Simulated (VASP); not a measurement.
# Sn2TeS3 (P4/mmm) in VASP: notebook, part 2 of 2

VASP 6.6.1.

### 3 Single point, PBE

This run uses another cell than the first one, of 32.45 Å³/atom, 1.478 times its volume.

INCAR

```
ALGO = Normal
EDIFF = 1E-6
ENCUT = 520
GGA = PE
ISIF = 2
ISMEAR = 0
LASPH = T
LCHARG = F
LREAL = F
LWAVE = F
NBANDS = 35
NELM = 100
PREC = Accurate
SIGMA = 0.1
```

KPOINTS

```
k-points
0
Gamma
  4 4 2
```

POSCAR

```
Sn2TeS3
1.0
    3.9467680000      0.0000000000      0.0000000000
    0.0000000000      3.9467680000      0.0000000000
    0.0000000000      0.0000000000     12.4974949300
Sn Te S
2 1 3
Direct
    0.0000000000      0.0000000000      0.3334420000
    0.0000000000      0.0000000000      0.6665580000
    0.0000000000      0.0000000000      0.0000000000
    0.5000000000      0.5000000000      0.1787200000
    0.5000000000      0.5000000000      0.5000000000
    0.5000000000      0.5000000000      0.8212800000
```

Potentials or basis: VASP PAW PBE potentials, release 64 (Sn_d, Te, S).

Started as:

```sh
$ cat potpaw_PBE.64/Sn_d/POTCAR potpaw_PBE.64/Te/POTCAR potpaw_PBE.64/S/POTCAR > POTCAR
$ mpirun -np 1 vasp_std > vasp.out
```

Run time: 48 s. Hardware: 1 thread of Intel Xeon 6975P-C (Granite Rapids), shared host; peak memory 0.32 GiB.

Results (log left out):

```yaml
Free_energy: -19.7713 eV
Pressure: -10.0 GPa
Largest_force: 0.305 eV/Å
Band_gap_on_the_k_mesh: zero (band 26 reaches 3.47 eV, above the bottom of band 27 at 2.11 eV)
```

Forces in eV/Å, atoms in the order of the input:
```
Sn   0.000  0.000 -0.213
Sn   0.000  0.000  0.213
Te   0.000  0.000  0.000
S    0.000  0.000  0.305
S    0.000  0.000  0.000
S    0.000  0.000 -0.305
```

Stress tensor (GPa, compression positive):
```
 -9.12   0.00   0.00
  0.00  -9.12   0.00
  0.00   0.00 -11.85
```

Levels at points of the mesh, in eV from the Fermi level:
| k point | band 24 | band 25 | band 26 | band 27 | band 28 | band 29 |
| --- | --- | --- | --- | --- | --- | --- |
| (0.00, 0.00, 0.00) | -0.48 | -0.48 | 0.45 | 0.92 | 0.92 | 1.17 |
| (0.50, 0.00, 0.00) | -0.33 | -0.26 | -0.05 | 0.57 | 0.65 | 1.60 |
| (0.50, 0.50, 0.00) | -1.34 | -0.79 | -0.65 | -0.65 | -0.34 | 0.86 |
| (0.00, 0.00, 0.50) | -0.33 | -0.31 | -0.31 | 0.87 | 0.87 | 1.96 |
| (0.50, 0.00, 0.50) | -0.29 | -0.04 | 0.14 | 0.65 | 0.75 | 1.16 |
| (0.50, 0.50, 0.50) | -1.13 | -1.13 | -0.93 | -0.91 | -0.57 | 1.30 |

Caveat: the k points lie up to 0.40 Å⁻¹ apart; spin-orbit coupling is left out, which moves the levels of the heavy elements.

### 4 Single point, PBE

INCAR

```
  PREC = Accurate
  ENCUT = 520
  EDIFF = 1E-6
  ISMEAR = 0
  SIGMA = 0.1
  LREAL = F
  LASPH = T
  NELM = 80
  ALGO = Normal
  ISIF = 2
  LWAVE = F
  LCHARG = F
  GGA = PE
  NBANDS = 35
```

KPOINTS

```
Automatic mesh
0
Gamma
  6 6 2
```

POSCAR

```
Sn2TeS3
1.0
    3.5088421339      0.0000000000      0.0000000000
    0.0000000000      3.5088421339      0.0000000000
    0.0000000000      0.0000000000     10.6900613199
Sn Te S
2 1 3
Direct
    0.0000000000      0.0000000000      0.3300282148
    0.0000000000      0.0000000000      0.6699717852
    0.0000000000      0.0000000000      0.0000000000
    0.5000000000      0.5000000000      0.1758683335
    0.5000000000      0.5000000000      0.5000000000
    0.5000000000      0.5000000000      0.8241316665
```

Potentials or basis: VASP PAW PBE potentials, release 64 (Sn_d, Te, S).

Started as:

```sh
$ cat potpaw_PBE.64/Sn_d/POTCAR potpaw_PBE.64/Te/POTCAR potpaw_PBE.64/S/POTCAR > POTCAR
$ mpirun -np 1 vasp_std > vasp.out
```

OUTCAR:

```text
PREC = Accurate
   ENCUT = 520
   EDIFF = 1E-6
   ISMEAR = 0
   LREAL = F
   LASPH = T
   NELM = 80
   ISIF = 2
   GGA = PE

 ion  position               nearest neighbor table
   1  0.000  0.000  0.330-   4 2.98   4 2.98   4 2.98   4 2.98   5 3.08   5 3.08   5 3.08   5 3.08
                             3 3.53   2 3.63
   2  0.000  0.000  0.670-   6 2.98   6 2.98   6 2.98   6 2.98   5 3.08   5 3.08   5 3.08   5 3.08
                             3 3.53   1 3.63
   3  0.000  0.000  0.000-   4 3.11   6 3.11   4 3.11   6 3.11   4 3.11   6 3.11   4 3.11   6 3.11
                             1 3.53   2 3.53
[... 967 lines left out ...]
  Total       -0.0813048     -0.0813048     -0.1420346      0.0000000      0.0000000      0.0000000
  in kB       -0.9897352     -0.9897352     -1.7290071      0.0000000      0.0000000      0.0000000
  external PRESSURE =      -1.2361591 kB  Pullay stress =       0.0000000 kB

 VOLUME and BASIS-vectors are now :
 -----------------------------------------------------------------------------
  energy-cutoff  :      520.00
  volume of cell :      131.62
      direct lattice vectors                 reciprocal lattice vectors
     3.508842134  0.000000000  0.000000000     0.284994298  0.000000000  0.000000000
     0.000000000  3.508842134  0.000000000     0.000000000  0.284994298  0.000000000
     0.000000000  0.000000000 10.690061320     0.000000000  0.000000000  0.093544833

 POSITION                                       TOTAL-FORCE (eV/Angst)
 -----------------------------------------------------------------------------------
      0.00000      0.00000      3.52802        -0.000000      0.000000     -0.014787
      0.00000      0.00000      7.16204        -0.000000     -0.000000      0.014787
      0.00000      0.00000      0.00000         0.000000     -0.000000      0.000000
      1.75442      1.75442      1.88004         0.000000     -0.000000     -0.004056
      1.75442      1.75442      5.34503         0.000000     -0.000000      0.000000
      1.75442      1.75442      8.81002         0.000000      0.000000      0.004056
 -----------------------------------------------------------------------------------
    total drift:                               -0.000000     -0.000000      0.000000

  FREE ENERGIE OF THE ION-ELECTRON SYSTEM (eV)
  ---------------------------------------------------
  free  energy   TOTEN  =       -22.6347798800 eV

  energy  without entropy=      -22.6117384575  energy(sigma->0) =      -22.62325917
```

Wall time 41 s (1 thread of Intel Xeon 6975P-C (Granite Rapids), shared host); peak memory 0.28 GiB.

Results:

```
Free energy            : -22.6348 eV
Pressure               : -0.1 GPa
Largest force          : 0.015 eV/Å
Band gap on the k mesh : zero (band 26 reaches 8.82 eV, above the bottom of band 27 at 5.68 eV)
```

Forces in eV/Å, atoms in the order of the input:
```
Sn   0.000  0.000 -0.015
Sn   0.000  0.000  0.015
Te   0.000  0.000  0.000
S    0.000  0.000 -0.004
S    0.000  0.000  0.000
S    0.000  0.000  0.004
```

Caveat: spin-orbit coupling is left out, which moves the levels of the heavy elements.

### 5 Overview

| cell | k mesh | gap on the mesh (eV) | pressure (GPa) | largest force (eV/Å) |
| --- | --- | --- | --- | --- |
| a = 3.535, b = 3.535, c = 10.538 Å, 6 atoms | 4 × 4 × 2 | none | -0.1 | 0.02 |
| a = 3.947, b = 3.947, c = 12.497 Å, 6 atoms | 4 × 4 × 2 | none | -10.0 | 0.30 |
| a = 3.509, b = 3.509, c = 10.690 Å, 6 atoms | 6 × 6 × 2 | none | -0.1 | 0.01 |

Alike in all rows: task single point; level PBE; potentials or basis VASP PAW PBE potentials, release 64 (Sn_d, Te, S); no spin polarisation; cutoff (eV) 520; smearing gaussian 0.1 eV.

Caveats: some runs use coarse meshes; spin-orbit coupling is left out, which moves the levels of the heavy elements.

Total energies depend on the potentials used, so only differences within one code and one set of settings carry meaning.
